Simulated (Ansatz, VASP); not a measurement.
CaO: VASP beside Ansatz

The input INCAR:

```
SYSTEM = CaO
PREC = Accurate
ENCUT = 520
EDIFF = 1E-6
ISMEAR = -1
SIGMA = 0.02
LREAL = .FALSE.
LASPH = .TRUE.
NELM = 100
ALGO = Normal
ISIF = 2
LWAVE = .FALSE.
LCHARG = .FALSE.
GGA = PE
NBANDS = 15
```

Contents of KPOINTS:

```
Automatic mesh
0
G
  10 10 10
  0 0 0
```

The input POSCAR:

```
CaO
1.0
    0.1225927622      2.4033821821      2.4033821821
    2.4033821821      0.1225927622      2.4033821821
    2.4033821821      2.4033821821      0.1225927622
Ca O
1 1
Direct
    0.0000000000      0.0000000000      0.0000000000
    0.5000000000      0.5000000000      0.5000000000
```

Input for Ansatz:

```yaml
crystal:
  lattice:
    - [0.1225927622, 2.4033821821, 2.4033821821]
    - [2.4033821821, 0.1225927622, 2.4033821821]
    - [2.4033821821, 2.4033821821, 0.1225927622]
  atoms:
    - { symbol: Ca, position: [0.0, 0.0, 0.0] }
    - { symbol: O, position: [0.5, 0.5, 0.5] }
kpoints:
  mp_grid: { grid: [10, 10, 10] }
  band_path:
    path:
      - [0.0, 0.0, 0.0]
      - [0.5, 0.0, 0.5]
      - [0.625, 0.25, 0.625]
      - [0.375, 0.375, 0.75]
      - [0.5, 0.5, 0.5]
      - [0.5, 0.25, 0.75]
      - [0.0, 0.5, 0.5]
    npoints: 1
hamiltonian:
  xc: pbe
scf:
  occupations: { method: fermi_dirac, width: 0.02 }
  n_extra_bands: 4
output:
  forces: true
  stress: true
  eigenvalues: true
```

Change from the starting cell: epitaxial_111 strain -4.9%.

Alike in both runs: task single point; functional PBE; k mesh 10 × 10 × 10; occupations fermi-dirac, width 0.02 eV; no spin polarisation.

|  | VASP | Ansatz |
| --- | --- | --- |
| version | VASP 6.6.1 | Ansatz 0.2.0 |
| potentials or method | VASP PAW PBE potentials, release 64 (Ca_sv, O) | plane waves, PAW |
| plane-wave cutoff (eV) | 520 | 420 |
| valence electrons in the cell | 16 | 16 |

```csv
,VASP,Ansatz,Ansatz less VASP
gap on the k mesh at the Fermi level (eV),3.45,3.47,+0.023
pressure (GPa),12.7,11.9,-0.82
"traceless stress, the component that is largest in VASP (GPa)",-4.54,-4.58,-0.040
```

With one functional, cell and mesh, what is left measures potentials, basis and numerics.
